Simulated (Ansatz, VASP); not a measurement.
## Zr3ZnN2: VASP beside Ansatz

INCAR

```
ALGO = Normal ; EDIFF = 1E-6
ENCUT = 520 ; GGA = PE
ISIF = 2 ; ISMEAR = 0
LASPH = True ; LCHARG = True
LELF = True ; LREAL = False
LVHAR = True ; LWAVE = False
NBANDS = 38 ; NELM = 100
PREC = Accurate ; SIGMA = 0.1
```

Contents of KPOINTS:

```
k-points
0
Gamma
  4 4 4
```

The input POSCAR:

```
Zr3ZnN2
1.0
    2.5466564800     -4.2768756400      0.0000000000
    2.5466564800      4.2768756400      0.0000000000
    0.0000000000      0.0000000000      3.9515673000
Zr Zn N
3 1 2
Direct
    0.6610916900      0.3389083100      0.0000000000
    0.3389083100      0.6610916900      0.0000000000
    0.5000000000      0.5000000000      0.5000000000
    0.0000000000      0.0000000000      0.0000000000
    0.5000000000      0.0000000000      0.5000000000
    0.0000000000      0.5000000000      0.5000000000
```

Input for Ansatz:

```yaml
crystal:
  lattice:
    - [2.54665648, -4.27687564, 0.0]
    - [2.54665648, 4.27687564, 0.0]
    - [0.0, 0.0, 3.9515673]
  atoms:
    - { symbol: Zr, position: [0.66109169, 0.33890831, 0.0] }
    - { symbol: Zr, position: [0.33890831, 0.66109169, 0.0] }
    - { symbol: Zr, position: [0.5, 0.5, 0.5] }
    - { symbol: Zn, position: [0.0, 0.0, 0.0] }
    - { symbol: "N", position: [0.5, 0.0, 0.5] }
    - { symbol: "N", position: [0.0, 0.5, 0.5] }
basis:
  ecutwfc: 420
kpoints:
  mp_grid: { grid: [4, 4, 4] }
hamiltonian:
  xc: pbe
scf:
  occupations: { method: gaussian, width: 0.1 }
  lower_state_search: "off"
output:
  forces: true
  stress: true
  eigenvalues: true
```

Change from the starting cell: species swapped into the LaAl2Cu3 type (Cmmm, No. 65).

Alike in both runs: task single point; functional PBE; k mesh 4 × 4 × 4; occupations gaussian, width 0.1 eV; no spin polarisation.

```csv
,VASP,Ansatz
version,VASP 6.6.1,Ansatz 0.2.0
potentials or method,"VASP PAW PBE potentials, release 64 (Zr_sv, Zn, N), cutoff 520 eV","scalar-relativistic, plane waves, PAW"
valence electrons in the cell,58,58
```

|  | VASP | Ansatz | Ansatz less VASP |
| --- | --- | --- | --- |
| gap on the k mesh at the Fermi level (eV) | none | none | - |
| pressure (GPa) | 20.8 | 20.4 | -0.41 |
| traceless stress, the component that is largest in VASP (GPa) | -13.22 | -12.92 | +0.290 |
| rms of the force components (eV/Å) | 2.353 | 2.330 | -0.0230 |

Atom by atom the forces differ by 0.023 eV/Å (rms over components). A gap of «none» marks a metal or a gap that the smearing closes.

The k mesh is coarse, so the values compare programs but aren't converged.
